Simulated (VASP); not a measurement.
# Cr (Pm-3m) in VASP: notebook

Runs on Cr. Level: PBE. Tasks: single point.

Program: VASP 6.6.1. These are calculated values, not measurements. Logs are shortened: lines on timing, memory, paths and dates and some standing lists are left out, and cuts for length are marked.

**1. The cell of the first run**

It takes space group Pm-3m (No. 221, cubic). The conventional cell has a = 2.246 Å, b = 2.246 Å, c = 2.246 Å, α = 90.00°, β = 90.00°, γ = 90.00°. Cr (site symmetry m-3m) has 6 Cr at 2.25 Å within 3.0 Å.

**2. Single point, PBE, collinear spin, ferromagnetic start**

Input file INCAR:

```
SYSTEM = Cr
ALGO = Normal
EDIFF = 1E-6
ENCUT = 520
GGA = PE
ISIF = 2
ISMEAR = -1
ISPIN = 2
LASPH = .True.
LCHARG = .True.
LELF = .True.
LMAXMIX = 4
LORBIT = 11
LREAL = .False.
LVHAR = .True.
LWAVE = .False.
MAGMOM = 3
NBANDS = 16
NELM = 150
PREC = Accurate
SIGMA = 0.05
```

Input file KPOINTS:

```
k-points
0
Gamma
  9 9 9
  0 0 0
```

Input file POSCAR:

```
Cr
1.0
    2.2457365708      0.0000000000      0.0000000000
    0.0000000000      2.2457365708      0.0000000000
    0.0000000000      0.0000000000      2.2457365708
Cr
1
Direct
    0.0000000000      0.0000000000      0.0000000000
```

Potentials or basis: VASP PAW PBE potentials, release 64 (Cr_pv).

Started as:

```console
> cat potpaw_PBE.64/Cr_pv/POTCAR > POTCAR
> mpirun -np 1 vasp_std > vasp.out
```

OUTCAR:

```text
SYSTEM = Cr
   EDIFF = 1E-6
   ENCUT = 520
   GGA = PE
   ISIF = 2
   ISMEAR = -1
   ISPIN = 2
   LASPH = .True.
   LORBIT = 11
   LREAL = .False.
   NELM = 150
   PREC = Accurate

 ion  position               nearest neighbor table
   1  0.000  0.000  0.000-

  LATTYP: Found a simple cubic cell.
 ALAT       =     2.2457365708

  Lattice vectors:

 A1 = (   2.2457365708,   0.0000000000,   0.0000000000)
 A2 = (   0.0000000000,   2.2457365708,   0.0000000000)
 A3 = (   0.0000000000,   0.0000000000,   2.2457365708)

Analysis of symmetry for initial positions (statically):
=====================================================================
 Subroutine PRICEL returns:
 Original cell was already a primitive cell.

 Routine SETGRP: Setting up the symmetry group for a
 simple cubic supercell.

 Subroutine GETGRP returns: Found 48 space group operations
 (whereof 48 operations were pure point group operations)
 out of a pool of 48 trial point group operations.

The static configuration has the point symmetry O_h .

Analysis of symmetry for dynamics (positions and initial velocities):
=====================================================================
 Subroutine PRICEL returns:
 Original cell was already a primitive cell.

 Routine SETGRP: Setting up the symmetry group for a
 simple cubic supercell.

 Subroutine GETGRP returns: Found 48 space group operations
 (whereof 48 operations were pure point group operations)
 out of a pool of 48 trial point group operations.

The dynamic configuration has the point symmetry O_h .

Analysis of structural, dynamic, and magnetic symmetry:
=====================================================================
 Subroutine PRICEL returns:
 Original cell was already a primitive cell.

 Routine SETGRP: Setting up the symmetry group for a
 simple cubic supercell.

 Subroutine GETGRP returns: Found 48 space group operations
 (whereof 48 operations were pure point group operations)
 out of a pool of 48 trial point group operations.

The overall configuration has the point symmetry O_h .

 Subroutine INISYM returns: Found 48 space group operations
 (whereof 48 operations are pure point group operations),
 and found     1 'primitive' translations

----------------------------------------------------------------------------------------

                                     Primitive cell

  volume of cell :      11.3260

  direct lattice vectors                    reciprocal lattice vectors
     2.245736571  0.000000000  0.000000000     0.445288202  0.000000000  0.000000000
     0.000000000  2.245736571  0.000000000     0.000000000  0.445288202  0.000000000
     0.000000000  0.000000000  2.245736571     0.000000000  0.000000000  0.445288202

  length of vectors
     2.245736571  2.245736571  2.245736571     0.445288202  0.445288202  0.445288202

  position of ions in fractional coordinates (direct lattice)
     0.000000000  0.000000000  0.000000000

  ion indices of the primitive-cell ions
   primitive index   ion index
                 1           1

----------------------------------------------------------------------------------------

 KPOINTS: k-points

Automatic generation of k-mesh.
 Grid dimensions read from file:
 generate k-points for:    9    9    9

 Generating k-lattice:

  Cartesian coordinates                     Fractional coordinates (reciprocal lattice)
     0.049476467  0.000000000  0.000000000     0.111111111  0.000000000  0.000000000
     0.000000000  0.049476467  0.000000000     0.000000000  0.111111111  0.000000000
     0.000000000  0.000000000  0.049476467     0.000000000  0.000000000  0.111111111

  Length of vectors
     0.049476467  0.049476467  0.049476467

  Shift w.r.t. Gamma in fractional coordinates (k-lattice)
     0.000000000  0.000000000  0.000000000

 Subroutine IBZKPT returns following result:
 ===========================================

 Found     35 irreducible k-points:

 Following reciprocal coordinates:
            Coordinates               Weight
  0.000000  0.000000  0.000000      1.000000
  0.111111  0.000000  0.000000      6.000000
  0.222222  0.000000  0.000000      6.000000
  0.333333  0.000000  0.000000      6.000000
  0.444444  0.000000  0.000000      6.000000
  0.111111  0.111111  0.000000     12.000000
[... 16 lines left out ...]
  0.333333  0.333333  0.111111     24.000000
  0.444444  0.333333  0.111111     48.000000
 [... further k-points ...]
   k-points           NKPTS =     35   k-points in BZ     NKDIM =     35   number of bands    NBANDS=     16
   number of dos      NEDOS =    301   number of ions     NIONS =      1
   total plane-waves  NPLWV =   5832
   dimension x,y,z NGX =    18 NGY =   18 NGZ =   18
   dimension x,y,z NGXF=    36 NGYF=   36 NGZF=   36
   ions per type =               1
   NGX,Y,Z   is equivalent  to a cutoff of  13.32, 13.32, 13.32 a.u.
   NGXF,Y,Z  is equivalent  to a cutoff of  26.65, 26.65, 26.65 a.u.
 SYSTEM =  Cr
   PREC   = accura    normal or accurate (medium, high low for compatibility)
   ISTART =      0    job   : 0-new  1-cont  2-samecut
   ICHARG =      2    charge: 1-file 2-atom 10-const
   ISPIN  =      2    spin polarized calculation?
   LNONCOLLINEAR =      F non collinear calculations
   LSORBIT =      F    spin-orbit coupling
   LASPH  =      T    aspherical Exc in radial PAW
   ENCUT  =  520.0 eV  38.22 Ry    6.18 a.u.   4.18  4.18  4.18*2*pi/ulx,y,z
   NELM   =    150;   NELMIN=  2; NELMDL= -5     # of ELM steps
   EDIFF  = 0.1E-05   stopping-criterion for ELM
   LREAL  =      F    real-space projection
   EDIFFG = 0.1E-04   stopping-criterion for IOM
   NSW    =      0    number of steps for IOM
   IBRION =     -1    ionic relax: 0-MD 1-quasi-New 2-CG
   NFREE  =      0    steps in history (QN), initial steepest desc. (CG)
   ISIF   =      2    stress and relaxation
   ISYM   =      2    0-nonsym 1-usesym 2-fastsym
   POTIM  = 0.5000    time-step for ionic-motion
   TEBEG  =    0.0;   TEEND  =   0.0 temperature during run
   PSTRESS=    0.0 pullay stress
   NELECT =      12.0000    total number of electrons
   NUPDOWN=      -1.0000    fix difference up-down
   EMIN   =  10.00;   EMAX   =-10.00  energy-range for DOS
   EFERMI =   0.00;   METHOD = LEGACY
   ISMEAR =    -1;   SIGMA  =   0.05  broadening in eV -4-tet -1-fermi 0-gaus
   EFERMI_NEDOS =   21; number of points for ismear=-14 and -15
   IALGO  =     38    algorithm
   IMIX   =      4    mixing-type and parameters
     AMIX     =   0.40;   BMIX     =  1.00
     AMIX_MAG =   1.60;   BMIX_MAG =  1.00
  volume/ion in A,a.u.               =      11.33        76.43
  Fermi-wavevector in a.u.,A,eV,Ry     =   1.668949  3.153857 37.897548  2.785391
  Thomas-Fermi vector in A             =   2.754707
   LORBIT       =     11    0 simple, 1 ext, 2 COOP (PROOUT), +10 PAW based schemes
   GGA     = PE    functional components
   LHFCALC =     F    Hartree Fock is set to
   AEXX    =    0.0000 exact exchange contribution
   IVDW    =     0    specifies the selected vdW correction
   LEPSILON=     F    determine dielectric tensor
   LRPA    =     F    only Hartree local field effects (RPA)
 spin polarized calculation
  energy-cutoff  :      520.00
  volume of cell :       11.33
 maximum number of plane-waves:       312
 NGX is ok and might be reduce to    18
   NGX =  9   NGY =  9   NGZ =  9

 number of electron      12.0000004 magnetization       0.0170471

 number of electron      12.0000004 magnetization      -0.0001709

 Free energy of the ion-electron system (eV)
  ---------------------------------------------------
  ext. energy  EPLUGINS =         0.00000000
  ---------------------------------------------------
  free energy    TOTEN  =        -8.37215825 eV

  energy without entropy =       -8.36024604  energy(sigma->0) =       -8.36620214

 E-fermi :  11.4274     XC(G=0): -13.6494

 val. band max:       11.4126257886   @ k =   0.4444   0.3333   0.1111
 cond. band min:      11.5259238021   @ k =   0.3333   0.3333   0.2222
 fundamental gap:      0.1132980135
 Fermi energy:        11.4274305246

 spin component 1

 k-point     1 :       0.0000    0.0000    0.0000
  band No.  band energies     occupation
      1     -31.0068      1.00000
      2     -31.0068      1.00000
      3     -31.0068      1.00000
      4       3.5681      1.00000
      5       7.6307      1.00000
      6       7.6307      1.00000
[... 8 lines left out ...]
     15      37.9844      0.00000
     16      42.4067      0.00000

 k-point     2 :       0.1111    0.0000    0.0000
  band No.  band energies     occupation
      1     -31.1877      1.00000
      2     -30.9913      1.00000
      3     -30.9913      1.00000
      4       3.9979      1.00000
      5       7.7286      1.00000
      6       7.9776      1.00000
[... 8 lines left out ...]
     15      39.4250      0.00000
     16      44.5889      0.00000

 k-point     3 :       0.2222    0.0000    0.0000
  band No.  band energies     occupation
      1     -31.6340      1.00000
      2     -30.9519      1.00000
      3     -30.9519      1.00000
      4       5.1366      1.00000
      5       7.9845      1.00000
      6       8.9136      1.00000
[... 8 lines left out ...]
     15      39.8100      0.00000
     16      49.1591      0.00000

 k-point     4 :       0.3333    0.0000    0.0000
  band No.  band energies     occupation
      1     -32.1230      1.00000
      2     -30.9069      1.00000
      3     -30.9069      1.00000
      4       6.6193      1.00000
      5       8.2909      1.00000
      6      10.0276      1.00000
[... 8 lines left out ...]
     15      39.4180      0.00000
     16      47.2872      0.00000
[... 324 lines left out ...]
 k-point    22 :       0.4444    0.2222    0.1111
  band No.  band energies     occupation
      1     -32.3144      1.00000
      2     -31.4443      1.00000
      3     -30.9897      1.00000
      4       7.8918      1.00000
      5       9.3342      1.00000
      6      10.6579      1.00000
[... 8 lines left out ...]
     15      40.9225      0.00000
     16      45.0116      0.00000

 k-point    23 :       0.3333    0.3333    0.1111
  band No.  band energies     occupation
      1     -31.9648      1.00000
      2     -31.9255      1.00000
      3     -30.9747      1.00000
      4       7.2274      1.00000
      5       9.4094      1.00000
      6      11.6636      0.00880
[... 8 lines left out ...]
     15      42.7225      0.00000
     16      44.6410      0.00000

 k-point    24 :       0.4444    0.3333    0.1111
  band No.  band energies     occupation
      1     -32.2386      1.00000
      2     -31.8992      1.00000
      3     -30.9444      1.00000
      4       6.9003      1.00000
      5       9.6958      1.00000
      6      11.4126      0.57349
[... 8 lines left out ...]
     15      41.3544      0.00000
     16      43.3767      0.00000

 [... further k-points ...]

 spin component 2

 k-point     1 :       0.0000    0.0000    0.0000
  band No.  band energies     occupation
      1     -31.0070      1.00000
      2     -31.0070      1.00000
      3     -31.0070      1.00000
      4       3.5681      1.00000
      5       7.6307      1.00000
      6       7.6307      1.00000
[... 8 lines left out ...]
     15      37.9844      0.00000
     16      42.4067      0.00000

 k-point     2 :       0.1111    0.0000    0.0000
  band No.  band energies     occupation
      1     -31.1878      1.00000
      2     -30.9915      1.00000
      3     -30.9915      1.00000
      4       3.9979      1.00000
      5       7.7285      1.00000
      6       7.9775      1.00000
[... 8 lines left out ...]
     15      39.4250      0.00000
     16      44.5889      0.00000

 k-point     3 :       0.2222    0.0000    0.0000
  band No.  band energies     occupation
      1     -31.6342      1.00000
      2     -30.9521      1.00000
      3     -30.9521      1.00000
      4       5.1365      1.00000
      5       7.9844      1.00000
      6       8.9135      1.00000
[... 8 lines left out ...]
     15      39.8100      0.00000
     16      49.1590      0.00000

 k-point     4 :       0.3333    0.0000    0.0000
  band No.  band energies     occupation
      1     -32.1232      1.00000
      2     -30.9071      1.00000
      3     -30.9071      1.00000
      4       6.6193      1.00000
      5       8.2908      1.00000
      6      10.0275      1.00000
[... 8 lines left out ...]
     15      39.4179      0.00000
     16      47.2871      0.00000
[... 324 lines left out ...]
 k-point    22 :       0.4444    0.2222    0.1111
  band No.  band energies     occupation
      1     -32.3146      1.00000
      2     -31.4444      1.00000
      3     -30.9899      1.00000
      4       7.8917      1.00000
      5       9.3341      1.00000
      6      10.6579      1.00000
[... 8 lines left out ...]
     15      40.9224      0.00000
     16      45.0115      0.00000

 k-point    23 :       0.3333    0.3333    0.1111
  band No.  band energies     occupation
      1     -31.9650      1.00000
      2     -31.9257      1.00000
      3     -30.9749      1.00000
      4       7.2273      1.00000
      5       9.4093      1.00000
      6      11.6635      0.00883
[... 8 lines left out ...]
     15      42.7224      0.00000
     16      44.6409      0.00000

 k-point    24 :       0.4444    0.3333    0.1111
  band No.  band energies     occupation
      1     -32.2388      1.00000
      2     -31.8994      1.00000
      3     -30.9445      1.00000
      4       6.9002      1.00000
      5       9.6957      1.00000
      6      11.4124      0.57442
[... 8 lines left out ...]
     15      41.3543      0.00000
     16      43.3767      0.00000

 [... further k-points ...]
[... 5 lines left out ...]
  --------------------------------------------------------------------------------------
  -------------------------------------------------------------------------------------
  Total        2.1278205      2.1278205      2.1278205     -0.0000000      0.0000000     -0.0000000
  in kB      301.0018339    301.0018339    301.0018339     -0.0000000      0.0000000     -0.0000000
  external PRESSURE =     301.0018339 kB  Pullay stress =       0.0000000 kB

 VOLUME and BASIS-vectors are now :
 -----------------------------------------------------------------------------
  energy-cutoff  :      520.00
  volume of cell :       11.33
      direct lattice vectors                 reciprocal lattice vectors
     2.245736571  0.000000000  0.000000000     0.445288202  0.000000000  0.000000000
     0.000000000  2.245736571  0.000000000     0.000000000  0.445288202  0.000000000
     0.000000000  0.000000000  2.245736571     0.000000000  0.000000000  0.445288202

 POSITION                                       TOTAL-FORCE (eV/Angst)
 -----------------------------------------------------------------------------------
      0.00000      0.00000      0.00000         0.000000      0.000000      0.000000
 -----------------------------------------------------------------------------------
    total drift:                               -0.000000      0.000000      0.000000

  FREE ENERGIE OF THE ION-ELECTRON SYSTEM (eV)
  ---------------------------------------------------
  free  energy   TOTEN  =        -8.3721582455 eV

  energy  without entropy=       -8.3602460383  energy(sigma->0) =       -8.36620214

 total charge

# of ion       s       p       d       tot
------------------------------------------
    1        0.478   6.355   4.510  11.342

 magnetization (x)

# of ion       s       p       d       tot
------------------------------------------
    1        0.000   0.000  -0.000  -0.000
```

Run time: 5.9 s. Hardware: 1 thread of Intel Xeon 6975P-C (Granite Rapids), shared host; peak memory 0.13 GiB.

What came out:

```
Free energy                                           : -8.3722 eV
Pressure                                              : 30.1 GPa
Band gap on the k mesh                                : zero (filled and empty bands overlap)
Net moment                                            : 0.00 μB per cell
Valence electrons inside the program's atomic spheres : Cr 11.34
```

Levels at points of the mesh, in eV from the Fermi level:
Spin up:
```
           k point  band 4  band 5  band 6  band 7  band 8  band 9
(0.00, 0.00, 0.00)   -7.86   -3.80   -3.80    2.82    2.82    2.82
```
Spin down:
```tsv
k point	band 3	band 4	band 5	band 6	band 7	band 8	band 9	band 10
(0.00, 0.00, 0.00)	-42.43	-7.86	-3.80	-3.80	2.82	2.82	2.82	7.56
```

Caveat: the starting moments collapsed, and a magnetic state may lie lower.

**3. Single point, PBE, collinear spin, ferromagnetic start**

This run uses another cell than the first one, of 11.73 Å³/atom, 1.035 times its volume.

Input file INCAR:

```
PREC = Accurate
ENCUT = 520
EDIFF = 1E-7
ISMEAR = -1
SIGMA = 0.05
LREAL = F
LASPH = T
NELM = 150
ALGO = Normal
ISIF = 2
LWAVE = F
LCHARG = F
ISPIN = 2
MAGMOM = 3
LORBIT = 11
LMAXMIX = 4
GGA = PE
NBANDS = 16
```

Input file KPOINTS:

```
Automatic mesh
0
Gamma
  9 9 9
```

Input file POSCAR:

```
Cr
1.0
    2.2719725403      0.0000000000      0.0000000000
    0.0000000000      2.2719725403      0.0000000000
    0.0000000000      0.0000000000      2.2719725403
Cr
1
Direct
    0.0000000000      0.0000000000      0.0000000000
```

Potentials or basis: VASP PAW PBE potentials, release 64 (Cr_pv).

Started as:

```console
> cat potpaw_PBE.64/Cr_pv/POTCAR > POTCAR
> mpirun -np 1 vasp_std > vasp.out
```

Run time: 6.7 s. Hardware: 1 thread of Intel Xeon 6975P-C (Granite Rapids), shared host; peak memory 0.12 GiB.

Results (log left out):

```
Free energy                                           : -8.4348 eV
Pressure                                              : 20.0 GPa
Band gap on the k mesh                                : zero (filled and empty bands overlap)
Net moment                                            : 0.00 μB per cell
Valence electrons inside the program's atomic spheres : Cr 11.26
```

Levels at points of the mesh, in eV from the Fermi level:
Spin up:
| k point | band 3 | band 4 | band 5 | band 6 | band 7 | band 8 | band 9 | band 10 |
| --- | --- | --- | --- | --- | --- | --- | --- | --- |
| (0.00, 0.00, 0.00) | -42.49 | -7.75 | -3.64 | -3.64 | 2.69 | 2.69 | 2.69 | 7.52 |
Spin down:
| k point | band 3 | band 4 | band 5 | band 6 | band 7 | band 8 | band 9 | band 10 |
| --- | --- | --- | --- | --- | --- | --- | --- | --- |
| (0.00, 0.00, 0.00) | -42.49 | -7.75 | -3.64 | -3.64 | 2.69 | 2.69 | 2.69 | 7.52 |

Caveat: the starting moments collapsed, and a magnetic state may lie lower.

**4. Single point, PBE, collinear spin, ferromagnetic start**

This run uses another cell than the first one, of 12.21 Å³/atom, 1.078 times its volume.

Input file INCAR:

```
SYSTEM = Cr
  ALGO = Normal
  EDIFF = 1E-7
  ENCUT = 520
  GGA = PE
  ISIF = 2
  ISMEAR = -1
  ISPIN = 2
  LASPH = .True.
  LCHARG = .True.
  LELF = .True.
  LMAXMIX = 4
  LORBIT = 11
  LREAL = .False.
  LVHAR = .True.
  LWAVE = .False.
  MAGMOM = 3
  NBANDS = 16
  NELM = 150
  PREC = Accurate
  SIGMA = 0.05
```

Input file KPOINTS:

```
k-points
0
Gamma
  9 9 9
  0 0 0
```

Input file POSCAR:

```
Cr
1.0
    2.3026366379      0.0000000000      0.0000000000
    0.0000000000      2.3026366379      0.0000000000
    0.0000000000      0.0000000000      2.3026366379
Cr
1
Direct
    0.0000000000      0.0000000000      0.0000000000
```

Started as:

```console
> cat potpaw_PBE.64/Cr_pv/POTCAR > POTCAR
> mpirun -np 1 vasp_std > vasp.out
```

It took 7 s on 1 thread of Intel Xeon 6975P-C (Granite Rapids), shared host; peak memory 0.12 GiB.

The run converged. Its results:

- Free energy: -8.4795 eV
- Pressure: 9.9 GPa
- Band gap on the k mesh: zero (filled and empty bands overlap)
- Net moment: 0.00 μB per cell
- Valence electrons inside the program's atomic spheres: Cr 11.18

Levels at points of the mesh, in eV from the Fermi level:
Spin up:
```csv
k point,band 3,band 4,band 5,band 6,band 7,band 8,band 9,band 10
"(0.00, 0.00, 0.00)",-42.55,-7.61,-3.46,-3.46,2.54,2.54,2.54,7.49
```
Spin down:
```tsv
k point	band 2	band 3	band 4	band 5	band 6	band 7	band 8	band 9	band 10	band 11
(0.00, 0.00, 0.00)	-42.55	-42.55	-7.61	-3.46	-3.46	2.54	2.54	2.54	7.49	20.12
```

Caveat: the starting moments collapsed, and a magnetic state may lie lower.
